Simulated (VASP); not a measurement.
Wanted: the native input for a VASP 6.6.1 run.

| Item | Value |
| --- | --- |
| Task | single point |
| Functional | PBE |
| Potentials or basis | VASP PAW PBE potentials, release 64 (Si, C) |
| Cutoff | 600 eV |
| k mesh | 8 × 8 × 8 |
| Occupations | gaussian, width 0.01 eV |
| Spin | no spin polarisation |
| Dipole correction | no |
| Further INCAR settings | ALGO = Normal; EDIFF = 1e-06; NBANDS = 11 |

The structure of SiC (Moissanite 3C) lies in POSCAR:

```
SiC
1.0
    0.0000000000      2.1451638705      2.1451638705
    2.1451638705      0.0000000000      2.1451638705
    2.1451638705      2.1451638705      0.0000000000
Si C
1 1
Direct
    0.0000000000      0.0000000000      0.0000000000
    0.2500000000      0.2500000000      0.2500000000
```

This cell differs from its parent crystal: volume changed by -6%.

These files were run (other wordings do the same):

INCAR

```
SYSTEM = SiC
PREC = Accurate
ENCUT = 600
EDIFF = 1E-6
ISMEAR = 0
SIGMA = 0.01
LREAL = .FALSE.
LASPH = .TRUE.
NELM = 120
ALGO = Normal
ISIF = 2
LWAVE = .FALSE.
LCHARG = .FALSE.
GGA = PE
NBANDS = 11
GGA_COMPAT = .FALSE.
```

KPOINTS

```
Automatic mesh
0
G
  8 8 8
  0 0 0
```

Potentials or basis: VASP PAW PBE potentials, release 64 (Si, C).

Command:

```console
$ cat potpaw_PBE.64/Si/POTCAR potpaw_PBE.64/C/POTCAR > POTCAR
$ mpirun -np 1 vasp_std > vasp.out
```

It gave:

| Property | Result |
| --- | --- |
| Pressure | 14.6 GPa |
| Band gap on the k mesh | 1.31 eV, indirect (least direct gap 4.59 eV) |

Wall time 5 s on 1 thread of Intel Xeon 6975P-C (shared host), peak memory 0.13 GiB.
